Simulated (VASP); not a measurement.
**Cd: single point with PBEsol**

The system is Cd.

```
CELL_PARAMETERS angstrom
3.05867 0.00000 0.00000
-1.52934 2.64888 0.00000
0.00000 0.00000 5.06798
ATOMIC_POSITIONS crystal
Cd 0.33333 0.66667 0.25000
Cd 0.66667 0.33333 0.75000
```

- Program: VASP 6.6.1
- Task: single point
- Functional: PBEsol
- Potentials or basis: VASP PAW PBE potentials, release 64 (Cd)
- Cutoff: 520 eV
- k mesh: 8 × 8 × 4
- Occupations: fermi-dirac, width 0.05 eV
- Spin: no spin polarisation

```yaml
Pressure: 0.4 GPa
Band_gap_on_the_k_mesh: zero (bands 12 and 13 overlap by 3.02 eV)
```

Levels at points of the mesh, in eV from the Fermi level:
| k point | band 9 | band 10 | band 11 | band 12 | band 13 | band 14 | band 15 | band 16 |
| --- | --- | --- | --- | --- | --- | --- | --- | --- |
| (0.00, 0.00, 0.00) | -8.85 | -8.34 | -8.34 | -2.64 | -1.38 | 13.31 | 13.31 | 13.58 |
| (0.50, 0.00, 0.00) | -8.26 | -8.19 | -2.82 | -2.41 | 2.94 | 3.28 | 4.19 | 5.82 |
| (0.00, 0.00, 0.50) | -8.51 | -8.51 | -7.40 | -7.40 | 6.27 | 6.27 | 13.93 | 13.93 |
| (0.50, 0.00, 0.50) | -8.22 | -8.22 | -1.79 | -1.79 | -0.09 | -0.09 | 9.33 | 9.33 |

Run time: 19 s on 1 thread of Intel Xeon 8259CL, with other jobs on the host, peak memory 0.16 GiB.

Caveat: the PAW data sets were made with another functional, which shifts forces and pressure a little.
